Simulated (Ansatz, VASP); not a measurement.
**Two plane-wave programs on V**

```
CELL_PARAMETERS angstrom
-1.52800 1.52800 1.52800
1.52800 -1.52800 1.52800
1.52800 1.52800 -1.52800
ATOMIC_POSITIONS crystal
V 0.00000 0.00000 0.00000
```

Alike in both runs: task single point; functional PBE; k mesh 20 × 20 × 20; occupations gaussian, width 0.1 eV; no spin polarisation.

|  | VASP | Ansatz |
| --- | --- | --- |
| version | VASP 6.6.1 | Ansatz 0.2.0 |
| potentials or method | VASP PAW PBE potentials, release 64 (V_sv), cutoff 520 eV | scalar-relativistic, plane waves, PAW |
| valence electrons in the cell | 13 | 13 |

Ansatz gave:

| Item | Value |
| --- | --- |
| gap on the k mesh at the Fermi level (eV) | none |
| pressure (GPa) | -9.6 |

Which values does VASP return?

gap on the k mesh at the Fermi level (eV): none; pressure (GPa): -9.4.

A gap of «none» marks a metal or a gap that the smearing closes.
